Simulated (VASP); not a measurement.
Set up this calculation in VASP 6.6.1, as the native input.

- Task: relaxation of cell and atoms
- Functional: LDA
- Potentials or basis: VASP PAW LDA potentials, release 64 (C)
- Cutoff: 600 eV
- k mesh: 14 × 14 × 14
- Occupations: fermi-dirac, width 0.02 eV
- Spin: no spin polarisation
- Dipole correction: no
- Further INCAR settings: ALGO = Normal; EDIFF = 1e-06; IBRION = 2; EDIFFG = -0.005; NSW = 60; ISIF = 3

The structure of C lies in POSCAR:

```
C
1.0
    0.0000000000      2.0103628793      2.0103628793
    2.0103628793      0.0000000000      2.0103628793
    2.0103628793      2.0103628793      0.0000000000
C
2
Direct
   -0.1250000000     -0.1250000000     -0.1250000000
    0.1250000000      0.1250000000      0.1250000000
```

The input as run:

INCAR

```
ALGO = Normal ; EDIFF = 1E-6
EDIFFG = -0.005 ; ENCUT = 600
IBRION = 2 ; ISIF = 3
ISMEAR = -1 ; LASPH = T
LCHARG = F ; LREAL = F
LWAVE = F ; NELM = 60
NSW = 60 ; PREC = Accurate
SIGMA = 0.02
```

KPOINTS

```
k-points
0
Gamma
  14 14 14
```

Potentials or basis: VASP PAW LDA potentials, release 64 (C).

Run with:

```bash
$ cat potpaw_LDA.64/C/POTCAR > POTCAR
$ mpirun -np 1 vasp_std > vasp.out
```

Results of the run:

- Relaxed volume: 5.52 Å³/atom
- Relaxed cell: a = 2.499 Å, b = 2.499 Å, c = 2.499 Å, α = 60.00°, β = 60.00°, γ = 60.00°
- Space group after relaxing (to 0.05 Å): Fd-3m (No. 227)
- Energy gained by relaxing: 965.3 meV/atom
- Ionic steps: 7
- Pressure after relaxing: 0.0 GPa
- Band gap on the k mesh: 4.17 eV, indirect (least direct gap 5.62 eV)

Caveat: the volume moved by over 15 % at a fixed basis, so the end points are rough.

It took 27 s on 1 thread of Intel(R) Xeon(R) Platinum 8488C (Sapphire Rapids) (shared host), peak memory 0.13 GiB.
